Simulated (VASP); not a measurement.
A run of VASP 6.6.1 is set up as follows.

Contents of INCAR:

```
ALGO     = Normal         # electronic algorithm
EDIFF    = 1E-6           # SCF threshold, eV
ENCUT    = 520            # plane-wave cutoff, eV
GGA      = PE             # functional
ISIF     = 2              # what is computed and relaxed
ISMEAR   = 0              # smearing method
LASPH    = True           # aspherical terms in the spheres
LCHARG   = False          # write CHGCAR
LREAL    = False          # projectors in reciprocal space
LWAVE    = False          # write WAVECAR
NBANDS   = 35             # bands
NELM     = 100            # most SCF steps
PREC     = Accurate       # precision mode
SIGMA    = 0.1            # smearing width, eV
```

The input KPOINTS:

```
k-points
0
Gamma
  4 4 4
```

The input POSCAR:

```
Sr3HfW
1.0
    5.7634929052      0.0000000000      0.0000000000
    0.0000000000      5.7634929052      0.0000000000
    0.0000000000      0.0000000000      5.7634929052
Sr Hf W
3 1 1
Direct
    0.5000000000      0.0000000000      0.0000000000
    0.0000000000      0.5000000000      0.0000000000
    0.0000000000      0.0000000000      0.5000000000
    0.5000000000      0.5000000000      0.5000000000
    0.0000000000      0.0000000000      0.0000000000
```

Potentials or basis: VASP PAW PBE potentials, release 64 (Sr_sv, Hf_pv, W_sv).

Launch:

```sh
$ cat potpaw_PBE.64/Sr_sv/POTCAR potpaw_PBE.64/Hf_pv/POTCAR potpaw_PBE.64/W_sv/POTCAR > POTCAR
$ mpirun -np 1 vasp_std > vasp.out
```

Problem. Estimate the band gap on the k mesh.

Solution. Zero (bands 27 and 28 overlap by 0.61 eV).

Problem. Predict the pressure.

Solution. 0.3 GPa.

Caveat: spin-orbit coupling is left out, which moves the levels of the heavy elements.
